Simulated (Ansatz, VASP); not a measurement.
# BaZrO3 in VASP and in Ansatz

```
CELL_PARAMETERS angstrom
4.19134 0.00000 0.00000
0.00000 4.19134 0.00000
0.00000 0.00000 4.19134
ATOMIC_POSITIONS crystal
Ba 0.00000 0.00000 0.00000
Zr 0.50000 0.50000 0.50000
O 0.50000 0.50000 0.00000
O 0.50000 0.00000 0.50000
O 0.00000 0.50000 0.50000
```

Alike in both runs: functional PBEsol; k mesh 6 × 6 × 6; occupations fermi-dirac, width 0.05 eV; no spin polarisation.

|  | VASP | Ansatz |
| --- | --- | --- |
| version | VASP 6.6.1 | Ansatz 0.2.0 |
| potentials or method | VASP PAW PBE potentials, release 64 (Ba_sv, Zr_sv, O) | Ansatz PAW |
| plane-wave cutoff (eV) | 520 | 420 |
| valence electrons in the cell | 40 | 40 |
| task | single point | band structure |

```tsv
	VASP	Ansatz	Ansatz less VASP
gap on the k mesh at the Fermi level (eV)	3.11	3.16	+0.051
least direct gap on the mesh (eV)	3.33	3.35	+0.023
pressure (GPa)	-0.1	-1.2	-1.14
```

VASP's potentials were made for PBE, not for PBEsol.

Neither program's run includes spin-orbit coupling.
